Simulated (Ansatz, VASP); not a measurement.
Two plane-wave programs on NaMgBr3

INCAR

```
SYSTEM = NaMgBr3
PREC = Accurate ; ENCUT = 520
EDIFF = 1E-6 ; ISMEAR = -1
SIGMA = 0.02 ; LREAL = .False.
LASPH = .True. ; NELM = 100
ALGO = Normal ; ISIF = 2
LWAVE = .False. ; LCHARG = .True.
GGA = PE ; LELF = .True.
LVHAR = .True. ; NBANDS = 23
```

Contents of KPOINTS:

```
regular mesh
0
Gamma
  6 6 6
  0 0 0
```

POSCAR

```
NaMgBr3
1.0
    5.4268671630      0.0000000000      0.0000000000
    0.0000000000      5.4268671630      0.0000000000
    0.0000000000      0.0000000000      5.4268671630
Na Mg Br
1 1 3
Direct
    0.0000000000      0.0000000000      0.0000000000
    0.5000000000      0.5000000000      0.5000000000
    0.5000000000      0.5000000000      0.0000000000
    0.5000000000      0.0000000000      0.5000000000
    0.0000000000      0.5000000000      0.5000000000
```

Input for Ansatz:

```yaml
crystal:
  lattice:
    - [5.426867163, 0.0, 0.0]
    - [0.0, 5.426867163, 0.0]
    - [0.0, 0.0, 5.426867163]
  atoms:
    - { symbol: Na, position: [0.0, 0.0, 0.0] }
    - { symbol: Mg, position: [0.5, 0.5, 0.5] }
    - { symbol: Br, position: [0.5, 0.5, 0.0] }
    - { symbol: Br, position: [0.5, 0.0, 0.5] }
    - { symbol: Br, position: [0.0, 0.5, 0.5] }
kpoints:
  mp_grid: { grid: [6, 6, 6] }
  band_path:
    path: [[0.0, 0.0, 0.0], [0.0, 0.5, 0.0], [0.5, 0.5, 0.0], [0.5, 0.5, 0.5]]
    npoints: 1
hamiltonian:
  xc: pbe
scf:
  occupations: { method: fermi_dirac, width: 0.02 }
  n_extra_bands: 5
output:
  forces: true
  stress: true
  eigenvalues: true
```

Change from the starting cell: hydrostatic strain +3.0%.

Alike in both runs: task single point; functional PBE; k mesh 6 × 6 × 6; occupations fermi-dirac, width 0.02 eV; no spin polarisation.

```csv
,VASP,Ansatz
version,VASP 6.6.1,Ansatz 0.2.0
potentials or method,"VASP PAW PBE potentials, release 64 (Na_pv, Mg, Br)","plane waves, PAW"
plane-wave cutoff (eV),520,420
valence electrons in the cell,30,40
```

|  | VASP | Ansatz | Ansatz less VASP |
| --- | --- | --- | --- |
| gap on the k mesh at the Fermi level (eV) | 2.49 | 2.51 | +0.022 |
| pressure (GPa) | -1.5 | -1.4 | +0.06 |

With one functional, cell and mesh, what is left measures potentials, basis and numerics. VASP's potentials hold 30 valence electrons a cell and Ansatz's 40, so a difference there can come from the potentials and not from the codes.
